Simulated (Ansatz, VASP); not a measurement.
Two plane-wave programs on Hf2S

Contents of POSCAR:

```
Hf2S
1.0
    3.3742737662      0.0000000000      0.0000000000
   -1.6871368831      2.9222068008      0.0000000000
    0.0000000000      0.0000000000     11.7174070300
Hf S
4 2
Direct
    0.6666666667      0.3333333333      0.8998116400
    0.3333333333      0.6666666667      0.3998116400
    0.6666666667      0.3333333333      0.6001883600
    0.3333333333      0.6666666667      0.1001883600
    0.0000000000      0.0000000000      0.7500000000
    0.0000000000      0.0000000000      0.2500000000
```

INCAR.step1

```
ALGO = Normal ; EDIFF = 1E-4
ENCUT = 520 ; GGA = PE
ISMEAR = -1 ; LASPH = True
LCHARG = False ; LREAL = False
LWAVE = True ; NBANDS = 35
NELM = 100 ; PREC = Accurate
SIGMA = 0.02
```

The input INCAR.step2:

```
ALGO = Normal ; EDIFF = 1E-7
ENCUT = 520 ; ISIF = 2
ISMEAR = -1 ; ISTART = 1
LASPH = True ; LCHARG = True
LELF = True ; LMIXTAU = True
LREAL = False ; LVHAR = True
LWAVE = False ; METAGGA = R2SCAN
NBANDS = 35 ; NELM = 100
PREC = Accurate ; SIGMA = 0.02
```

File KPOINTS:

```
k-points
0
Gamma
  12 12 4
```

Input for Ansatz:

```yaml
crystal:
  lattice:
    - [3.3742737662, 0.0, 0.0]
    - [-1.6871368831, 2.9222068008, 0.0]
    - [0.0, 0.0, 11.71740703]
  atoms:
    - { symbol: Hf, position: [0.6666666667, 0.3333333333, 0.89981164] }
    - { symbol: Hf, position: [0.3333333333, 0.6666666667, 0.39981164] }
    - { symbol: Hf, position: [0.6666666667, 0.3333333333, 0.60018836] }
    - { symbol: Hf, position: [0.3333333333, 0.6666666667, 0.10018836] }
    - { symbol: S, position: [0.0, 0.0, 0.75] }
    - { symbol: S, position: [0.0, 0.0, 0.25] }
basis:
  ecutwfc: 500
kpoints:
  mp_grid: { grid: [12, 12, 4] }
hamiltonian:
  xc: r2scan
scf:
  occupations: { method: fermi_dirac, width: 0.02 }
output:
  forces: true
  stress: true
  eigenvalues: true
```

Alike in both runs: task single point; functional r2SCAN; k mesh 12 × 12 × 4; occupations fermi-dirac, width 0.02 eV; no spin polarisation.

|  | VASP | Ansatz |
| --- | --- | --- |
| version | VASP 6.6.1 | Ansatz 0.2.0 |
| potentials or method | VASP PAW PBE potentials, release 64 (Hf_pv, S), cutoff 520 eV | scalar-relativistic, plane waves, PAW |
| valence electrons in the cell | 52 | 116 |

Ansatz gave:

- gap on the k mesh at the Fermi level (eV): none
- pressure (GPa): 0.9
- traceless stress, the component that is largest in VASP (GPa): 0.00
- rms of the force components (eV/Å): 0.009

**Question.** What did VASP give for the same quantities?

**Answer.** gap on the k mesh at the Fermi level (eV): none; pressure (GPa): 0.0; traceless stress, the component that is largest in VASP (GPa): -0.09; rms of the force components (eV/Å): 0.015.

VASP's potentials were made for PBE, not for r2SCAN. Atom by atom the forces differ by 0.006 eV/Å (rms over components). A gap of «none» marks a metal or a gap that the smearing closes. VASP's potentials hold 52 valence electrons a cell and Ansatz's 116, so a difference there can come from the potentials and not from the codes.

Spin-orbit coupling is off throughout.
